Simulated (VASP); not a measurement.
# ZnCu (Pm-3m) in VASP: electric field gradients with PBE

Aim: the electric field gradients of ZnCu with PBE.

Everything below comes from runs of VASP 6.6.1. Logs are shortened: lines on timing, memory, paths and dates and some standing lists are left out, and cuts for length are marked.

## 1. The cell of the first run

The structure is cubic, space group Pm-3m (No. 221). Conventional cell: a = 2.963 Å, b = 2.963 Å, c = 2.963 Å, α = 90.00°, β = 90.00°, γ = 90.00°. Within 3.4 Å of Zn (site symmetry m-3m) lie 8 Cu at 2.57 Å and 6 Zn at 2.96 Å. Cu (site symmetry m-3m) has 8 Zn at 2.57 Å and 6 Cu at 2.96 Å within 3.4 Å.

## 2. Electric field gradients, PBE

INCAR

```
SYSTEM = ZnCu
  ALGO = Normal
  EDIFF = 1E-8
  ENCUT = 520
  GGA = PE
  ISIF = 2
  ISMEAR = -1
  LASPH = .TRUE.
  LCHARG = .FALSE.
  LEFG = .TRUE.
  LREAL = .FALSE.
  LWAVE = .FALSE.
  NBANDS = 18
  NELM = 100
  PREC = Accurate
  SIGMA = 0.05
```

KPOINTS

```
k-points
0
G
  14 14 14
  0 0 0
```

POSCAR

```
ZnCu
1.0
    2.9632359324      0.0000000000      0.0000000000
    0.0000000000      2.9632359324      0.0000000000
    0.0000000000      0.0000000000      2.9632359324
Zn Cu
1 1
Direct
    0.5000000000      0.5000000000      0.5000000000
    0.0000000000      0.0000000000      0.0000000000
```

Potentials or basis: VASP PAW PBE potentials, release 64 (Zn, Cu).

The run is started by

```console
cat potpaw_PBE.64/Zn/POTCAR potpaw_PBE.64/Cu/POTCAR > POTCAR
mpirun -np 1 vasp_std > vasp.out
```

OUTCAR:

```text
SYSTEM = ZnCu
   EDIFF = 1E-8
   ENCUT = 520
   GGA = PE
   ISIF = 2
   ISMEAR = -1
   LASPH = .TRUE.
   LREAL = .FALSE.
   NELM = 100
   PREC = Accurate

 ion  position               nearest neighbor table
   1  0.500  0.500  0.500-   2 2.57   2 2.57   2 2.57   2 2.57   2 2.57   2 2.57   2 2.57   2 2.57

   2  0.000  0.000  0.000-   1 2.57   1 2.57   1 2.57   1 2.57   1 2.57   1 2.57   1 2.57   1 2.57

  LATTYP: Found a simple cubic cell.
 ALAT       =     2.9632359324

  Lattice vectors:

 A1 = (   2.9632359324,   0.0000000000,   0.0000000000)
 A2 = (   0.0000000000,   2.9632359324,   0.0000000000)
 A3 = (   0.0000000000,   0.0000000000,   2.9632359324)

Analysis of symmetry for initial positions (statically):
=====================================================================
 Subroutine PRICEL returns:
 Original cell was already a primitive cell.

 Routine SETGRP: Setting up the symmetry group for a
 simple cubic supercell.

 Subroutine GETGRP returns: Found 48 space group operations
 (whereof 48 operations were pure point group operations)
 out of a pool of 48 trial point group operations.

The static configuration has the point symmetry O_h .

Analysis of symmetry for dynamics (positions and initial velocities):
=====================================================================
 Subroutine PRICEL returns:
 Original cell was already a primitive cell.

 Routine SETGRP: Setting up the symmetry group for a
 simple cubic supercell.

 Subroutine GETGRP returns: Found 48 space group operations
 (whereof 48 operations were pure point group operations)
 out of a pool of 48 trial point group operations.

The dynamic configuration has the point symmetry O_h .

 Subroutine INISYM returns: Found 48 space group operations
 (whereof 48 operations are pure point group operations),
 and found     1 'primitive' translations

----------------------------------------------------------------------------------------

                                     Primitive cell

  volume of cell :      26.0195

  direct lattice vectors                    reciprocal lattice vectors
     2.963235932  0.000000000  0.000000000     0.337468910  0.000000000  0.000000000
     0.000000000  2.963235932  0.000000000     0.000000000  0.337468910  0.000000000
     0.000000000  0.000000000  2.963235932     0.000000000  0.000000000  0.337468910

  length of vectors
     2.963235932  2.963235932  2.963235932     0.337468910  0.337468910  0.337468910

  position of ions in fractional coordinates (direct lattice)
     0.500000000  0.500000000  0.500000000
     0.000000000  0.000000000  0.000000000

  ion indices of the primitive-cell ions
   primitive index   ion index
                 1           1
                 2           2

----------------------------------------------------------------------------------------

 KPOINTS: k-points

Automatic generation of k-mesh.
 Grid dimensions read from file:
 generate k-points for:   14   14   14

 Generating k-lattice:

  Cartesian coordinates                     Fractional coordinates (reciprocal lattice)
     0.024104922  0.000000000  0.000000000     0.071428571  0.000000000  0.000000000
     0.000000000  0.024104922  0.000000000     0.000000000  0.071428571  0.000000000
     0.000000000  0.000000000  0.024104922     0.000000000  0.000000000  0.071428571

  Length of vectors
     0.024104922  0.024104922  0.024104922

  Shift w.r.t. Gamma in fractional coordinates (k-lattice)
     0.000000000  0.000000000  0.000000000

 Subroutine IBZKPT returns following result:
 ===========================================

 Found    120 irreducible k-points:

 Following reciprocal coordinates:
            Coordinates               Weight
  0.000000  0.000000  0.000000      1.000000
  0.071429  0.000000  0.000000      6.000000
  0.142857  0.000000  0.000000      6.000000
  0.214286  0.000000  0.000000      6.000000
  0.285714  0.000000  0.000000      6.000000
  0.357143  0.000000  0.000000      6.000000
[... 16 lines left out ...]
  0.285714  0.214286  0.000000     24.000000
  0.357143  0.214286  0.000000     24.000000
 [... further k-points ...]
   k-points           NKPTS =    120   k-points in BZ     NKDIM =    120   number of bands    NBANDS=     18
   number of dos      NEDOS =    301   number of ions     NIONS =      2
   total plane-waves  NPLWV =  13824
   dimension x,y,z NGX =    24 NGY =   24 NGZ =   24
   dimension x,y,z NGXF=    48 NGYF=   48 NGZF=   48
   ions per type =               1   1
   NGX,Y,Z   is equivalent  to a cutoff of  13.46, 13.46, 13.46 a.u.
   NGXF,Y,Z  is equivalent  to a cutoff of  26.93, 26.93, 26.93 a.u.
 SYSTEM =  ZnCu
   PREC   = accura    normal or accurate (medium, high low for compatibility)
   ISTART =      0    job   : 0-new  1-cont  2-samecut
   ICHARG =      2    charge: 1-file 2-atom 10-const
   ISPIN  =      1    spin polarized calculation?
   LNONCOLLINEAR =      F non collinear calculations
   LSORBIT =      F    spin-orbit coupling
   LASPH  =      T    aspherical Exc in radial PAW
   ENCUT  =  520.0 eV  38.22 Ry    6.18 a.u.   5.51  5.51  5.51*2*pi/ulx,y,z
   NELM   =    100;   NELMIN=  2; NELMDL= -5     # of ELM steps
   EDIFF  = 0.1E-07   stopping-criterion for ELM
   LREAL  =      F    real-space projection
   EDIFFG = 0.1E-06   stopping-criterion for IOM
   NSW    =      0    number of steps for IOM
   IBRION =     -1    ionic relax: 0-MD 1-quasi-New 2-CG
   NFREE  =      0    steps in history (QN), initial steepest desc. (CG)
   ISIF   =      2    stress and relaxation
   ISYM   =      2    0-nonsym 1-usesym 2-fastsym
   POTIM  = 0.5000    time-step for ionic-motion
   TEBEG  =    0.0;   TEEND  =   0.0 temperature during run
   PSTRESS=    0.0 pullay stress
   NELECT =      23.0000    total number of electrons
   NUPDOWN=      -1.0000    fix difference up-down
   EMIN   =  10.00;   EMAX   =-10.00  energy-range for DOS
   EFERMI =   0.00;   METHOD = LEGACY
   ISMEAR =    -1;   SIGMA  =   0.05  broadening in eV -4-tet -1-fermi 0-gaus
   EFERMI_NEDOS =   21; number of points for ismear=-14 and -15
   IALGO  =     38    algorithm
   IMIX   =      4    mixing-type and parameters
     AMIX     =   0.40;   BMIX     =  1.00
     AMIX_MAG =   1.60;   BMIX_MAG =  1.00
  volume/ion in A,a.u.               =      13.01        87.79
  Fermi-wavevector in a.u.,A,eV,Ry     =   1.571151  2.969045 33.586184  2.468515
  Thomas-Fermi vector in A             =   2.672778
   LORBIT       =      0    0 simple, 1 ext, 2 COOP (PROOUT), +10 PAW based schemes
   GGA     = PE    functional components
   LHFCALC =     F    Hartree Fock is set to
   AEXX    =    0.0000 exact exchange contribution
   IVDW    =     0    specifies the selected vdW correction
   LEPSILON=     F    determine dielectric tensor
   LRPA    =     F    only Hartree local field effects (RPA)
 non-spin polarized calculation
  energy-cutoff  :      520.00
  volume of cell :       26.02
 maximum number of plane-waves:       739
 NGX is ok and might be reduce to    24
   NGX = 11   NGY = 11   NGZ = 11

 number of electron      23.0000019 magnetization

 Free energy of the ion-electron system (eV)
  ---------------------------------------------------
  ext. energy  EPLUGINS =         0.00000000
  ---------------------------------------------------
  free energy    TOTEN  =        -5.01788220 eV

  energy without entropy =       -5.01489793  energy(sigma->0) =       -5.01639007

 E-fermi :   5.3809     XC(G=0): -12.2986

 val. band max:        5.2992802326   @ k =   0.5000   0.5000   0.2143
 cond. band min:       5.3927859319   @ k =   0.4286   0.3571   0.2143
 fundamental gap:      0.0935056992
 Fermi energy:         5.3808593858

 k-point     1 :       0.0000    0.0000    0.0000
  band No.  band energies     occupation
      1      -4.8294      2.00000
      2      -2.4233      2.00000
      3      -2.4233      2.00000
      4      -1.7581      2.00000
      5      -1.7581      2.00000
      6      -1.7581      2.00000
[... 10 lines left out ...]
     17      17.3528      0.00000
     18      28.6211      0.00000

 k-point     2 :       0.0714    0.0000    0.0000
  band No.  band energies     occupation
      1      -4.7382      2.00000
      2      -2.4132      2.00000
      3      -2.4040      2.00000
      4      -1.7661      2.00000
      5      -1.7661      2.00000
      6      -1.7543      2.00000
[... 10 lines left out ...]
     17      18.0208      0.00000
     18      27.5546      0.00000

 k-point     3 :       0.1429    0.0000    0.0000
  band No.  band energies     occupation
      1      -4.4675      2.00000
      2      -2.3848      2.00000
      3      -2.3477      2.00000
      4      -1.7883      2.00000
      5      -1.7883      2.00000
      6      -1.7435      2.00000
[... 10 lines left out ...]
     17      20.1128      0.00000
     18      25.8884      0.00000

 k-point     4 :       0.2143    0.0000    0.0000
  band No.  band energies     occupation
      1      -4.0289      2.00000
      2      -2.3431      2.00000
      3      -2.2561      2.00000
      4      -1.8203      2.00000
      5      -1.8203      2.00000
      6      -1.7279      2.00000
[... 10 lines left out ...]
     17      22.7218      0.00000
     18      23.9903      0.00000

 k-point     5 :       0.2857    0.0000    0.0000
  band No.  band energies     occupation
      1      -3.4561      2.00000
      2      -2.2961      2.00000
      3      -2.1173      2.00000
      4      -1.8557      2.00000
      5      -1.8557      2.00000
      6      -1.7104      2.00000
[... 10 lines left out ...]
     17      22.1338      0.00000
     18      22.1338      0.00000

 k-point     6 :       0.3571    0.0000    0.0000
  band No.  band energies     occupation
      1      -2.8664      2.00000
      2      -2.2530      2.00000
      3      -1.8873      2.00000
      4      -1.8873      2.00000
      5      -1.8471      2.00000
      6      -1.6946      2.00000
[... 307 lines left out ...]
 k-point    21 :       0.5000    0.1429    0.0000
  band No.  band energies     occupation
      1      -2.3339      2.00000
      2      -2.1360      2.00000
      3      -2.1303      2.00000
      4      -1.9339      2.00000
      5      -1.7462      2.00000
      6      -0.1316      2.00000
[... 10 lines left out ...]
     17      19.2905      0.00000
     18      20.1041      0.00000

 k-point    22 :       0.2143    0.2143    0.0000
  band No.  band energies     occupation
      1      -3.3099      2.00000
      2      -2.2608      2.00000
      3      -2.1285      2.00000
      4      -1.8515      2.00000
      5      -1.8305      2.00000
      6      -1.7822      2.00000
[... 10 lines left out ...]
     17      22.7855      0.00000
     18      23.8400      0.00000

 k-point    23 :       0.2857    0.2143    0.0000
  band No.  band energies     occupation
      1      -2.8716      2.00000
      2      -2.2388      2.00000
      3      -2.0412      2.00000
      4      -1.8838      2.00000
      5      -1.7985      2.00000
      6      -1.6999      2.00000
[... 10 lines left out ...]
     17      22.5556      0.00000
     18      23.0330      0.00000

 k-point    24 :       0.3571    0.2143    0.0000
  band No.  band energies     occupation
      1      -2.5438      2.00000
      2      -2.2370      2.00000
      3      -1.9988      2.00000
      4      -1.9180      2.00000
      5      -1.8077      2.00000
      6      -1.2495      2.00000
[... 10 lines left out ...]
     17      20.9698      0.00000
     18      21.9265      0.00000

 [... further k-points ...]
[... 5 lines left out ...]
  --------------------------------------------------------------------------------------
  -------------------------------------------------------------------------------------
  Total        0.0905614      0.0905614      0.0905614     -0.0000000      0.0000000     -0.0000000
  in kB        5.5764163      5.5764163      5.5764163     -0.0000000      0.0000000     -0.0000000
  external PRESSURE =       5.5764163 kB  Pullay stress =       0.0000000 kB

 VOLUME and BASIS-vectors are now :
 -----------------------------------------------------------------------------
  energy-cutoff  :      520.00
  volume of cell :       26.02
      direct lattice vectors                 reciprocal lattice vectors
     2.963235932  0.000000000  0.000000000     0.337468910  0.000000000  0.000000000
     0.000000000  2.963235932  0.000000000     0.000000000  0.337468910  0.000000000
     0.000000000  0.000000000  2.963235932     0.000000000  0.000000000  0.337468910

 POSITION                                       TOTAL-FORCE (eV/Angst)
 -----------------------------------------------------------------------------------
      1.48162      1.48162      1.48162         0.000000      0.000000      0.000000
      0.00000      0.00000      0.00000         0.000000      0.000000      0.000000
 -----------------------------------------------------------------------------------
    total drift:                                0.000000      0.000000     -0.000000

  FREE ENERGIE OF THE ION-ELECTRON SYSTEM (eV)
  ---------------------------------------------------
  free  energy   TOTEN  =        -5.0178822016 eV

  energy  without entropy=       -5.0148979291  energy(sigma->0) =       -5.01639007

 Electric field gradients (V/A^2)
---------------------------------------------------------------------
 ion       V_xx      V_yy      V_zz      V_xy      V_xz      V_yz
---------------------------------------------------------------------
   1      -0.000    -0.000     0.000    -0.000    -0.000     0.000
   2      -0.000    -0.000     0.000     0.000    -0.000     0.000
---------------------------------------------------------------------

 Electric field gradients after diagonalization (V/A^2)
 (convention: |V_zz| > |V_xx| > |V_yy|)
----------------------------------------------------------------------
 ion       V_xx      V_yy      V_zz     asymmetry (V_yy - V_xx)/ V_zz
----------------------------------------------------------------------
   1      -0.000    -0.000     0.000       0.210
   2      -0.000    -0.000     0.000       0.098
----------------------------------------------------------------------

           NMR quadrupolar parameters

 Cq : quadrupolar parameter    Cq=e*Q*V_zz/h
 eta: asymmetry parameters     (V_yy - V_xx)/ V_zz
 Q  : nuclear electric quadrupole moment in mb (millibarn)
----------------------------------------------------------------------
 ion       Cq(MHz)       eta       Q (mb)
----------------------------------------------------------------------
   1       0.000       0.210       1.000
   2       0.000       0.098       1.000
----------------------------------------------------------------------
```

Wall time 18 s (1 thread of Intel Xeon 6975P-C (Granite Rapids), shared host); peak memory 0.18 GiB.

What came out:

```yaml
Free_energy: -5.0179 eV
Pressure: 0.6 GPa
```

Levels at points of the mesh, in eV from the Fermi level:
```
           k point  band 10  band 11  band 12  band 13  band 14  band 15
(0.00, 0.00, 0.00)    -2.72    -2.72     6.15     6.15     6.15    11.12
(0.50, 0.00, 0.00)    -3.25    -2.79    -2.01    11.53    11.53    12.17
(0.50, 0.50, 0.00)    -2.49    -1.85    -1.85     1.66     2.02    13.72
(0.50, 0.50, 0.50)    -2.47     3.71     4.28     4.28     4.28     4.44
```

Caveat: without QUAD_EFG the Cq values of the log hold for a quadrupole moment of 1 mb, not for the nuclei.
